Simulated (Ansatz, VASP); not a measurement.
## Si4BW in VASP and in Ansatz

The input INCAR:

```
ALGO = Normal
EDIFF = 1E-7
EDIFFG = -0.04
ENCUT = 600
GGA = PE
IBRION = 2
ISIF = 3
ISMEAR = 0
LASPH = T
LCHARG = F
LREAL = F
LWAVE = F
NELM = 80
NSW = 90
PREC = Accurate
SIGMA = 0.1
```

KPOINTS

```
k-points
0
Gamma
  4 4 4
```

Contents of POSCAR:

```
Si4BW
1.0
   -2.7674593400      2.7674593400      2.6810913900
    2.7674593400     -2.7674593400      2.6810913900
    2.7674593400      2.7674593400     -2.6810913900
Si B W
4 1 1
Direct
    0.0000000000      0.2956176300      0.2956176300
    0.0000000000      0.7043823700      0.7043823700
    0.2956176300      0.0000000000      0.2956176300
    0.7043823700      0.0000000000      0.7043823700
    0.0000000000      0.0000000000      0.0000000000
    0.5000000000      0.5000000000      0.0000000000
```

Input for Ansatz:

```yaml
crystal:
  lattice:
    - [-2.76745934, 2.76745934, 2.68109139]
    - [2.76745934, -2.76745934, 2.68109139]
    - [2.76745934, 2.76745934, -2.68109139]
  atoms:
    - { symbol: Si, position: [0.0, 0.29561763, 0.29561763] }
    - { symbol: Si, position: [0.0, 0.70438237, 0.70438237] }
    - { symbol: Si, position: [0.29561763, 0.0, 0.29561763] }
    - { symbol: Si, position: [0.70438237, 0.0, 0.70438237] }
    - { symbol: B, position: [0.0, 0.0, 0.0] }
    - { symbol: W, position: [0.5, 0.5, 0.0] }
basis:
  ecutwfc: 420
kpoints:
  mp_grid: { grid: [4, 4, 4] }
hamiltonian:
  xc: pbe
scf:
  occupations: { method: gaussian, width: 0.1 }
  lower_state_search: "off"
output:
  forces: true
  stress: true
  eigenvalues: true
relax:
  adjacent_minimum: "off"
  f_tol: 0.04
  max_steps: 70
  cell: { stress_tol: 0.4 }
```

Alike in both runs: task relaxation of cell and atoms; functional PBE; k mesh 4 × 4 × 4; occupations gaussian, width 0.1 eV; no spin polarisation.

```csv
,VASP,Ansatz
version,VASP 6.6.1,Ansatz 0.2.0
potentials or method,"VASP PAW PBE potentials, release 64 (Si, B, W_sv), cutoff 600 eV","scalar-relativistic, plane waves, PAW"
valence electrons in the cell,33,33
```

```csv
,VASP,Ansatz,Ansatz less VASP
"gap on the k mesh at the Fermi level, each at its own relaxed structure (eV)",none,none,-
relaxed volume (Å³/atom),14.99,15.03,+0.031
relaxed cell length with the largest relative difference (Å),5.095,5.102,+0.0065
```

A gap of «none» marks a metal or a gap that the smearing closes.

The k mesh is coarse, so the values compare programs but aren't converged. Neither program's run includes spin-orbit coupling.
